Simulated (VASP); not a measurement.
# MnO (Pm-3m) in VASP: a series of runs

The runs below take MnO through single point, relaxation of cell and atoms, with PBEsol-based global hybrid, PBEsol-based screened hybrid, PBE.

All numbers are computed with VASP 6.6.1; they aren't measurements. Logs are shortened: lines on timing, memory, paths and dates and some standing lists are left out, and cuts for length are marked.

**1. The cell of the first run**

It takes space group Pm-3m (No. 221, cubic). Conventional cell: a = 2.719 Å, b = 2.719 Å, c = 2.719 Å, α = 90.00°, β = 90.00°, γ = 90.00°. Mn (site symmetry m-3m) has 8 O at 2.35 Å and 6 Mn at 2.72 Å within 3.1 Å. O (site symmetry m-3m) has 8 Mn at 2.35 Å and 6 O at 2.72 Å within 3.1 Å.

**2. Single point, PBEsol-based global hybrid, collinear spin, ferromagnetic start**

Input file POSCAR:

```
MnO
1.0
    2.7188227658      0.0000000000      0.0000000000
    0.0000000000      2.7188227658      0.0000000000
    0.0000000000      0.0000000000      2.7188227658
Mn O
1 1
Direct
    0.0000000000      0.0000000000      0.0000000000
    0.5000000000      0.5000000000      0.5000000000
```

Input file INCAR.step1:

```
SYSTEM = MnO
ALGO = Normal
EDIFF = 1E-5
ENCUT = 520
GGA = PE
ISIF = 2
ISMEAR = -1
ISPIN = 2
LASPH = .True.
LCHARG = .False.
LMAXMIX = 4
LORBIT = 11
LREAL = .False.
LWAVE = .True.
MAGMOM = 4 0
NBANDS = 20
NELM = 150
PREC = Accurate
SIGMA = 0.05
```

Input file INCAR.step2:

```
SYSTEM = MnO
AEXX = 0.25
ALGO = Normal
EDIFF = 1E-6
ENCUT = 520
GGA = PS
ISIF = 2
ISMEAR = -1
ISPIN = 2
ISTART = 1
LASPH = .True.
LCHARG = .False.
LHFCALC = .True.
LMAXMIX = 4
LORBIT = 11
LREAL = .False.
LWAVE = .False.
MAGMOM = 4 0
NBANDS = 20
NELM = 150
PREC = Accurate
PRECFOCK = Normal
SIGMA = 0.05
```

Input file KPOINTS:

```
k-points
0
Gamma
  5 5 5
  0 0 0
```

Potentials or basis: VASP PAW PBE potentials, release 64 (Mn_pv, O).

On the command line:

```console
> cat potpaw_PBE.64/Mn_pv/POTCAR potpaw_PBE.64/O/POTCAR > POTCAR
> cp INCAR.step1 INCAR
> mpirun -np 1 vasp_std > vasp.out
> cp INCAR.step2 INCAR
> mpirun -np 1 vasp_std > vasp.out
```

OUTCAR:

```text
SYSTEM = MnO
   AEXX = 0.25
   EDIFF = 1E-6
   ENCUT = 520
   GGA = PS
   ISIF = 2
   ISMEAR = -1
   ISPIN = 2
   ISTART = 1
   LASPH = .True.
   LHFCALC = .True.
   LORBIT = 11
   LREAL = .False.
   NELM = 150
   PREC = Accurate
   PRECFOCK = Normal

 ion  position               nearest neighbor table
   1  0.000  0.000  0.000-   2 2.35   2 2.35   2 2.35   2 2.35   2 2.35   2 2.35   2 2.35   2 2.35

   2  0.500  0.500  0.500-   1 2.35   1 2.35   1 2.35   1 2.35   1 2.35   1 2.35   1 2.35   1 2.35

  LATTYP: Found a simple cubic cell.
 ALAT       =     2.7188227658

  Lattice vectors:

 A1 = (   2.7188227658,   0.0000000000,   0.0000000000)
 A2 = (   0.0000000000,   2.7188227658,   0.0000000000)
 A3 = (   0.0000000000,   0.0000000000,   2.7188227658)

Analysis of symmetry for initial positions (statically):
=====================================================================
 Subroutine PRICEL returns:
 Original cell was already a primitive cell.

 Routine SETGRP: Setting up the symmetry group for a
 simple cubic supercell.

 Subroutine GETGRP returns: Found 48 space group operations
 (whereof 48 operations were pure point group operations)
 out of a pool of 48 trial point group operations.

The static configuration has the point symmetry O_h .

Analysis of symmetry for dynamics (positions and initial velocities):
=====================================================================
 Subroutine PRICEL returns:
 Original cell was already a primitive cell.

 Routine SETGRP: Setting up the symmetry group for a
 simple cubic supercell.

 Subroutine GETGRP returns: Found 48 space group operations
 (whereof 48 operations were pure point group operations)
 out of a pool of 48 trial point group operations.

The dynamic configuration has the point symmetry O_h .

Analysis of structural, dynamic, and magnetic symmetry:
=====================================================================
 Subroutine PRICEL returns:
 Original cell was already a primitive cell.

 Routine SETGRP: Setting up the symmetry group for a
 simple cubic supercell.

 Subroutine GETGRP returns: Found 48 space group operations
 (whereof 48 operations were pure point group operations)
 out of a pool of 48 trial point group operations.

The overall configuration has the point symmetry O_h .

 Subroutine INISYM returns: Found 48 space group operations
 (whereof 48 operations are pure point group operations),
 and found     1 'primitive' translations

----------------------------------------------------------------------------------------

                                     Primitive cell

  volume of cell :      20.0975

  direct lattice vectors                    reciprocal lattice vectors
     2.718822766  0.000000000  0.000000000     0.367806248  0.000000000  0.000000000
     0.000000000  2.718822766  0.000000000     0.000000000  0.367806248  0.000000000
     0.000000000  0.000000000  2.718822766     0.000000000  0.000000000  0.367806248

  length of vectors
     2.718822766  2.718822766  2.718822766     0.367806248  0.367806248  0.367806248

  position of ions in fractional coordinates (direct lattice)
     0.000000000  0.000000000  0.000000000
     0.500000000  0.500000000  0.500000000

  ion indices of the primitive-cell ions
   primitive index   ion index
                 1           1
                 2           2

----------------------------------------------------------------------------------------

 KPOINTS: k-points

Automatic generation of k-mesh.
 Grid dimensions read from file:
 generate k-points for:    5    5    5

 Generating k-lattice:

  Cartesian coordinates                     Fractional coordinates (reciprocal lattice)
     0.073561250  0.000000000  0.000000000     0.200000000  0.000000000  0.000000000
     0.000000000  0.073561250  0.000000000     0.000000000  0.200000000  0.000000000
     0.000000000  0.000000000  0.073561250     0.000000000  0.000000000  0.200000000

  Length of vectors
     0.073561250  0.073561250  0.073561250

  Shift w.r.t. Gamma in fractional coordinates (k-lattice)
     0.000000000  0.000000000  0.000000000

 Subroutine IBZKPT returns following result:
 ===========================================

 Found     10 irreducible k-points:

 Following reciprocal coordinates:
            Coordinates               Weight
  0.000000  0.000000  0.000000      1.000000
  0.200000  0.000000  0.000000      6.000000
  0.400000  0.000000  0.000000      6.000000
  0.200000  0.200000  0.000000     12.000000
  0.400000  0.200000  0.000000     24.000000
  0.400000  0.400000  0.000000     12.000000
  0.200000  0.200000  0.200000      8.000000
  0.400000  0.200000  0.200000     24.000000
  0.400000  0.400000  0.200000     24.000000
  0.400000  0.400000  0.400000      8.000000
   k-points           NKPTS =     10   k-points in BZ     NKDIM =    125   number of bands    NBANDS=     20
   number of dos      NEDOS =    301   number of ions     NIONS =      2
   total plane-waves  NPLWV =   8000
   dimension x,y,z NGX =    20 NGY =   20 NGZ =   20
   dimension x,y,z NGXF=    40 NGYF=   40 NGZF=   40
   ions per type =               1   1
   NGX,Y,Z   is equivalent  to a cutoff of  12.23, 12.23, 12.23 a.u.
   NGXF,Y,Z  is equivalent  to a cutoff of  24.46, 24.46, 24.46 a.u.
 SYSTEM =  MnO
   PREC   = accura    normal or accurate (medium, high low for compatibility)
   ISTART =      1    job   : 0-new  1-cont  2-samecut
   ICHARG =      0    charge: 1-file 2-atom 10-const
   ISPIN  =      2    spin polarized calculation?
   LNONCOLLINEAR =      F non collinear calculations
   LSORBIT =      F    spin-orbit coupling
   LASPH  =      T    aspherical Exc in radial PAW
   ENCUT  =  520.0 eV  38.22 Ry    6.18 a.u.   5.06  5.06  5.06*2*pi/ulx,y,z
   NELM   =    150;   NELMIN=  2; NELMDL=  0     # of ELM steps
   EDIFF  = 0.1E-05   stopping-criterion for ELM
   LREAL  =      F    real-space projection
   EDIFFG = 0.1E-04   stopping-criterion for IOM
   NSW    =      0    number of steps for IOM
   IBRION =     -1    ionic relax: 0-MD 1-quasi-New 2-CG
   NFREE  =      0    steps in history (QN), initial steepest desc. (CG)
   ISIF   =      2    stress and relaxation
   ISYM   =      3    0-nonsym 1-usesym 2-fastsym
   POTIM  = 0.5000    time-step for ionic-motion
   TEBEG  =    0.0;   TEEND  =   0.0 temperature during run
   PSTRESS=    0.0 pullay stress
   NELECT =      19.0000    total number of electrons
   NUPDOWN=      -1.0000    fix difference up-down
   EMIN   =  10.00;   EMAX   =-10.00  energy-range for DOS
   EFERMI =   0.00;   METHOD = LEGACY
   ISMEAR =    -1;   SIGMA  =   0.05  broadening in eV -4-tet -1-fermi 0-gaus
   EFERMI_NEDOS =   21; number of points for ismear=-14 and -15
   IALGO  =     38    algorithm
   IMIX   =      1    mixing-type and parameters
     AMIX     =   0.40;   BMIX     =  1.00
     AMIX_MAG =   1.60;   BMIX_MAG =  1.00
  volume/ion in A,a.u.               =      10.05        67.81
  Fermi-wavevector in a.u.,A,eV,Ry     =   1.606738  3.036295 35.124907  2.581608
  Thomas-Fermi vector in A             =   2.702878
   LORBIT       =     11    0 simple, 1 ext, 2 COOP (PROOUT), +10 PAW based schemes
   GGA     = PS    functional components
   LHFCALC =     T    Hartree Fock is set to
   PRECFOCK=normal    Normal, Fast or Accurate (Low or Medium for compatibility)
   ENCUT4O =  -1.0   cutoff for four orbital integrals eV
   NKREDX  =     1    reduce k-point grid by
   NKREDY  =     1    reduce k-point grid by
   NKREDZ  =     1    reduce k-point grid by
   AEXX    =    0.2500 exact exchange contribution
   HFSCREEN=    0.0000 screening length (either q_TF or 0.3 A-1)
   HFSCREENC=   0.0000 screening length for correlation (either q_TF or 0.3 A-1)
   ENCUTFOCK=  -1.0 apply spherical cutoff to Coloumb kernel
   IVDW    =     0    specifies the selected vdW correction
   LEPSILON=     F    determine dielectric tensor
   LRPA    =     F    only Hartree local field effects (RPA)
 spin polarized calculation
  energy-cutoff  :      520.00
  volume of cell :       20.10
 maximum number of plane-waves:       553
  NGX = 16; NGY = 16; NGZ = 16

 number of electron      19.0000006 magnetization       4.9983325

 Free energy of the ion-electron system (eV)
  ---------------------------------------------------
  ext. energy  EPLUGINS =         0.00000000
  ---------------------------------------------------
  free energy    TOTEN  =       -24.89799481 eV

  energy without entropy =      -24.89799481  energy(sigma->0) =      -24.89799481

 E-fermi :   7.2829     XC(G=0):  -9.9221

 val. band max:        5.9452632857   @ k =   0.4000   0.0000   0.0000
 cond. band min:       8.3770370812   @ k =   0.0000   0.0000   0.0000
 fundamental gap:      2.4317737955
 Fermi energy:         7.2829452700

 spin component 1

 k-point     1 :       0.0000    0.0000    0.0000
  band No.  band energies     occupation
      1     -47.5183      1.00000
      2     -47.5183      1.00000
      3     -47.5183      1.00000
      4     -14.8680      1.00000
      5       0.7527      1.00000
      6       0.7527      1.00000
[... 12 lines left out ...]
     19      37.1108      0.00000
[... 190 lines left out ...]
      3     -47.6389      1.00000
      4     -12.5656      1.00000
      5      -1.2074      1.00000
      6      -1.2074      1.00000
[... 12 lines left out ...]
     19      29.0633      0.00000
     20      41.0900      0.00000
 Fermi energy:         7.2829452700

 spin component 2

 k-point     1 :       0.0000    0.0000    0.0000
  band No.  band energies     occupation
      1     -40.8151      1.00000
      2     -40.8151      1.00000
      3     -40.8151      1.00000
      4     -14.2496      1.00000
      5       4.4198      1.00000
      6       4.4198      1.00000
[... 12 lines left out ...]
     19      38.1232      0.00000
[... 191 lines left out ...]
      4     -11.9390      1.00000
      5       0.9794      1.00000
      6       0.9794      1.00000
[... 12 lines left out ...]
     19      30.9914      0.00000
     20      41.8638      0.00000

------------------------ aborting loop because EDIFF is reached ----------------------------------------

  FORCE on cell =-STRESS in cart. coord.  units (eV):
  Direction    XX          YY          ZZ          XY          YZ          ZX
  --------------------------------------------------------------------------------------
  -------------------------------------------------------------------------------------
  Total        0.0565722      0.0565722      0.0565722     -0.0000000     -0.0000000      0.0000000
  in kB        4.5099409      4.5099409      4.5099409     -0.0000000     -0.0000000      0.0000000
  external PRESSURE =       4.5099409 kB  Pullay stress =       0.0000000 kB

 VOLUME and BASIS-vectors are now :
 -----------------------------------------------------------------------------
  energy-cutoff  :      520.00
  volume of cell :       20.10
      direct lattice vectors                 reciprocal lattice vectors
     2.718822766  0.000000000  0.000000000     0.367806248  0.000000000  0.000000000
     0.000000000  2.718822766  0.000000000     0.000000000  0.367806248  0.000000000
     0.000000000  0.000000000  2.718822766     0.000000000  0.000000000  0.367806248

 POSITION                                       TOTAL-FORCE (eV/Angst)
 -----------------------------------------------------------------------------------
      0.00000      0.00000      0.00000         0.000000      0.000000      0.000000
      1.35941      1.35941      1.35941         0.000000      0.000000      0.000000
 -----------------------------------------------------------------------------------
    total drift:                               -0.000000      0.000000     -0.000000

  FREE ENERGIE OF THE ION-ELECTRON SYSTEM (eV)
  ---------------------------------------------------
  free  energy   TOTEN  =       -24.8979948129 eV

  energy  without entropy=      -24.8979948129  energy(sigma->0) =      -24.89799481

 total charge

# of ion       s       p       d       tot
------------------------------------------
    1        0.200   6.178   4.939  11.317
    2        1.561   3.438   0.000   4.999
--------------------------------------------------
tot          1.761   9.616   4.939  16.316

 magnetization (x)

# of ion       s       p       d       tot
------------------------------------------
    1        0.024   0.030   4.524   4.578
    2        0.024   0.187   0.000   0.211
--------------------------------------------------
tot          0.049   0.217   4.524   4.789
```

It took 7.8 min on 1 thread of Intel Xeon Platinum 8488C (Sapphire Rapids), shared host; peak memory 0.14 GiB.

What came out:

```yaml
Free_energy: -24.8980 eV
Pressure: 0.5 GPa
Band_gap_on_the_k_mesh: 2.43 eV, indirect (least direct gap 3.96 eV)
Net_moment: 5.00 μB per cell
Site_moments: Mn +4.58; O +0.21 μB
Valence_electrons_inside_the_program's_atomic_spheres: Mn 11.32; O 5.00
```

Caveat: the k points lie up to 0.46 Å⁻¹ apart; the PAW data sets were made with another functional, which shifts forces and pressure a little; a cell with one magnetic atom can't hold antiferromagnetic order, which such compounds often take. A k mesh can miss the band edges.

(Continued in part 2 of 2.)
